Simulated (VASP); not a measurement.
# Te2Mo in VASP: a series of runs, part 2 of 2

VASP 6.6.1. Earlier steps stand in the parts before.

**5. Single point, LDA**

This run uses another cell than the first one.

The input, INCAR:

```
SYSTEM = Te2Mo
PREC = Accurate
ENCUT = 500
EDIFF = 1E-6
ISMEAR = 0
SIGMA = 0.02
LREAL = .False.
LASPH = .True.
NELM = 120
ALGO = Normal
ISIF = 2
LWAVE = .False.
LCHARG = .False.
NBANDS = 20
GGA_COMPAT = .False.
```

The input, KPOINTS:

```
regular mesh
0
Gamma
  12 12 2
  0 0 0
```

The input, POSCAR:

```
Te2Mo
1.0
    3.4665480208      0.0000000000      0.0000000000
   -1.7332740104      3.0021186495      0.0000000000
    0.0000000000      0.0000000000     17.2570141574
Te Mo
2 1
Direct
    0.3333333333      0.6666666667      0.8960015717
    0.3333333333      0.6666666667      0.1039984283
    0.0000000000      0.0000000000      0.0000000000
```

Potentials or basis: VASP PAW LDA potentials, release 64 (Te, Mo_sv).

On the command line:

```
$ cat potpaw_LDA.64/Te/POTCAR potpaw_LDA.64/Mo_sv/POTCAR > POTCAR
$ mpirun -np 1 vasp_std > vasp.out
```

OUTCAR:

```text
SYSTEM = Te2Mo
   PREC = Accurate
   ENCUT = 500
   EDIFF = 1E-6
   ISMEAR = 0
   LREAL = .False.
   LASPH = .True.
   NELM = 120
   ISIF = 2

 ion  position               nearest neighbor table
   1  0.333  0.667  0.896-   3 2.69   3 2.69   3 2.69   2 3.59
   2  0.333  0.667  0.104-   3 2.69   3 2.69   3 2.69   1 3.59
   3  0.000  0.000  0.000-   1 2.69   2 2.69   1 2.69   2 2.69   1 2.69   2 2.69

  LATTYP: Found a hexagonal cell.
 ALAT       =     3.4665480208
 C/A-ratio  =     4.9781552293

  Lattice vectors:

[... 195 lines left out ...]
      6     -11.6149      2.00000
[... 541 lines left out ...]
     19       6.2921      0.00000
     20       6.3825      0.00000

 [... further k-points ...]
[... 5 lines left out ...]
  --------------------------------------------------------------------------------------
  -------------------------------------------------------------------------------------
  Total        0.1180309      0.1180309      0.2058153      0.0000000     -0.0000000     -0.0000000
  in kB        1.0529686      1.0529686      1.8361046      0.0000000     -0.0000000     -0.0000000
  external PRESSURE =       1.3140139 kB  Pullay stress =       0.0000000 kB

 VOLUME and BASIS-vectors are now :
 -----------------------------------------------------------------------------
  energy-cutoff  :      500.00
  volume of cell :      179.59
      direct lattice vectors                 reciprocal lattice vectors
     3.466548021  0.000000000  0.000000000     0.288471411  0.166549047  0.000000000
    -1.733274010  3.002118649  0.000000000     0.000000000  0.333098094  0.000000000
     0.000000000  0.000000000 17.257014157     0.000000000  0.000000000  0.057947452

 POSITION                                       TOTAL-FORCE (eV/Angst)
 -----------------------------------------------------------------------------------
     -0.00000      2.00141     15.46231         0.000000     -0.000000     -0.060424
     -0.00000      2.00141      1.79470         0.000000      0.000000      0.060424
      0.00000      0.00000      0.00000        -0.000000      0.000000      0.000000
 -----------------------------------------------------------------------------------
    total drift:                                0.000000     -0.000000     -0.000000

  FREE ENERGIE OF THE ION-ELECTRON SYSTEM (eV)
  ---------------------------------------------------
  free  energy   TOTEN  =       -20.4717138837 eV

  energy  without entropy=      -20.4717138837  energy(sigma->0) =      -20.47171388
```

It took 4.5 min on 1 thread of Intel Xeon 8259CL, shared host; peak memory 0.32 GiB.

What came out:

- Free energy: -20.4717 eV
- Largest force: 0.060 eV/Å
- Band gap on the k mesh: 1.24 eV

Forces in eV/Å, atoms in the order of the input:
```
Te   0.000  0.000 -0.060
Te   0.000  0.000  0.060
Mo   0.000  0.000  0.000
```

Caveat: spin-orbit coupling is left out, which moves the levels of the heavy elements.

**6. Single point, LDA (strain along c alone, the other axes held: +1.5 %, then relaxed in part)**

The input, INCAR:

```
SYSTEM = Te2Mo
  PREC = Accurate
  ENCUT = 500
  EDIFF = 1E-6
  ISMEAR = 0
  SIGMA = 0.02
  LREAL = .False.
  LASPH = .True.
  NELM = 120
  ALGO = Normal
  ISIF = 2
  LWAVE = .False.
  LCHARG = .False.
  NBANDS = 20
  GGA_COMPAT = .False.
```

The input, KPOINTS:

```
Automatic mesh
0
Gamma
  12 12 2
  0 0 0
```

The input, POSCAR:

```
Te2Mo
1.0
    3.4665480208      0.0000000000      0.0000000000
   -1.7332740104      3.0021186495      0.0000000000
    0.0000000000      0.0000000000     17.7826084972
Te Mo
2 1
Direct
    0.3333333333      0.6666666667      0.8990353849
    0.3333333333      0.6666666667      0.1009646151
    0.0000000000      0.0000000000      0.0000000000
```

Potentials or basis: VASP PAW LDA potentials, release 64 (Te, Mo_sv).

On the command line:

```
$ cat potpaw_LDA.64/Te/POTCAR potpaw_LDA.64/Mo_sv/POTCAR > POTCAR
$ mpirun -np 1 vasp_std > vasp.out
```

Run time: 5 min. Hardware: 1 thread of Intel Xeon 8259CL, shared host; peak memory 0.33 GiB.

The run converged. Its results:

- Free energy: -20.4718 eV
- Largest force: 0.050 eV/Å
- Band gap on the k mesh: 1.24 eV

Forces in eV/Å, atoms in the order of the input:
```
Te   0.000  0.000 -0.050
Te   0.000  0.000  0.050
Mo   0.000  0.000  0.000
```

Levels at points of the mesh, in eV from the valence-band top:
| k point | band 11 | band 12 | band 13 | band 14 | band 15 | band 16 |
| --- | --- | --- | --- | --- | --- | --- |
| (0.00, 0.00, 0.00) | -0.82 | -0.82 | -0.59 | 3.37 | 3.37 | 3.69 |
| (0.50, 0.00, 0.00) | -1.68 | -0.76 | -0.14 | 1.59 | 1.88 | 3.44 |
| (0.00, 0.00, 0.50) | -0.82 | -0.82 | -0.59 | 3.37 | 3.37 | 3.69 |
| (0.50, 0.00, 0.50) | -1.68 | -0.76 | -0.14 | 1.59 | 1.88 | 3.44 |

Caveat: the cell differs from its parent crystal (strain along c alone, the other axes held: +1.5 %, then relaxed in part); spin-orbit coupling is left out, which moves the levels of the heavy elements.

**7. Overview**

| cell | gap on the mesh (eV) | largest force (eV/Å) |
| --- | --- | --- |
| a = 3.467, b = 3.467, c = 16.994 Å, angles 90.0, 90.0, 120.0°, 3 atoms, atomic positions A | 1.24 | 0.06 |
| a = 3.467, b = 3.467, c = 17.257 Å, angles 90.0, 90.0, 120.0°, 3 atoms, atomic positions B | 1.24 | 0.06 |
| a = 3.467, b = 3.467, c = 17.783 Å, angles 90.0, 90.0, 120.0°, 3 atoms, atomic positions C | 1.24 | 0.05 |

Alike in all rows: task single point; level LDA; potentials or basis VASP PAW LDA potentials, release 64 (Te, Mo_sv); no spin polarisation; k mesh 12 × 12 × 2; cutoff (eV) 500; smearing gaussian 0.02 eV.

Caveats: spin-orbit coupling is left out, which moves the levels of the heavy elements.

Total energies depend on the potentials used, so only differences within one code and one set of settings carry meaning.
